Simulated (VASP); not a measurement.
Write the native input for VASP 6.6.1 that does the following.

* Task: single point
* Functional: r2SCAN
* Potentials or basis: VASP PAW PBE potentials, release 64 (Bi_d, Te)
* Cutoff: 520 eV
* k mesh: 7 × 7 × 7
* Occupations: fermi-dirac, width 0.05 eV
* Spin: no spin polarisation
* Dipole correction: no
* Further INCAR settings: ALGO = Normal; EDIFF = 1e-06; NBANDS = 18

The system is BiTe.

```xyz
2
Lattice="2.4702 1.4262 3.3824 -2.4702 1.4262 3.3824 0.0000 -2.8524 3.3824" Properties=species:S:1:pos:R:3 pbc="T T T"
Bi    0.0000    0.0000    5.0735
Te    0.0000    0.0000    0.0000
```

One way to write it, as run:

POSCAR

```
BiTe
1.0
    2.4702239101      1.4261844395      3.3823534125
   -2.4702239101      1.4261844395      3.3823534125
    0.0000000000     -2.8523688790      3.3823534125
Bi Te
1 1
Direct
    0.5000000000      0.5000000000      0.5000000000
    0.0000000000      0.0000000000      0.0000000000
```

INCAR.step1

```
PREC = Accurate ; ENCUT = 520
ISMEAR = -1 ; SIGMA = 0.05
LREAL = F ; LASPH = T
NELM = 60 ; NBANDS = 18
GGA = PE ; ALGO = Normal
EDIFF = 1E-4 ; LWAVE = T
LCHARG = F
```

INCAR.step2

```
PREC = Accurate ; ENCUT = 520
EDIFF = 1E-6 ; ISMEAR = -1
SIGMA = 0.05 ; LREAL = F
LASPH = T ; NELM = 60
ALGO = Normal ; ISIF = 2
LWAVE = F ; LCHARG = T
METAGGA = R2SCAN ; LMIXTAU = T
LELF = T ; LVHAR = T
NBANDS = 18 ; ISTART = 1
```

KPOINTS

```
Automatic mesh
0
Gamma
  7 7 7
```

Potentials or basis: VASP PAW PBE potentials, release 64 (Bi_d, Te).

Run with:

```console
$ cat potpaw_PBE.64/Bi_d/POTCAR potpaw_PBE.64/Te/POTCAR > POTCAR
$ cp INCAR.step1 INCAR
$ mpirun -np 1 vasp_std > vasp.out
$ cp INCAR.step2 INCAR
$ mpirun -np 1 vasp_std > vasp.out
```

Results of the run:

```yaml
Pressure: -3.1 GPa
```

Caveat: the PAW data sets were made with another functional, which shifts forces and pressure a little.

It took 2.2 min on 1 thread of Intel(R) Xeon(R) Platinum 8488C (Sapphire Rapids), with other jobs on the host, peak memory 0.25 GiB.
